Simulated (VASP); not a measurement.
Runs of VASP 6.6.1 on TaPb. The structure is that of space group P4/mmm (No. 123), or close to it. The cells are those of the table. 

| task | cell | k mesh | cutoff (eV) | gap on the mesh (eV) | pressure (GPa) | relaxed volume (Å³/atom) |
| --- | --- | --- | --- | --- | --- | --- |
| single point | a = 3.361, b = 3.361, c = 4.405 Å, 2 atoms | 6 × 6 × 4 | 520 | none | (a) | - |
| relaxation of cell and atoms | relaxed from a = 3.361, b = 3.361, c = 4.405 Å, 2 atoms | 6 × 6 × 4 | 600 | none | 0.0 | 21.28 |
| single point | a = 3.370, b = 3.370, c = 3.768 Å, 2 atoms | 6 × 6 × 4 | 520 | none | -0.2 | - |
| relaxation of cell and atoms | relaxed from a = 3.370, b = 3.370, c = 3.768 Å, 2 atoms | 16 × 16 × 14 | 600 | none | 0.0 | 21.25 |

Alike in all rows: level PBE; potentials or basis VASP PAW PBE potentials, release 64 (Ta_pv, Pb_d); no spin polarisation; smearing gaussian 0.1 eV.

Task: Estimate the missing entries.

Result: (a) -11.1.

Caveats: some runs use coarse meshes; spin-orbit coupling is left out, which moves the levels of the heavy elements.

A k mesh can miss the band edges, and the runs leave out spin-orbit coupling on Pb, Ta.

A gap of «none» marks levels without a gap at the run's occupations.
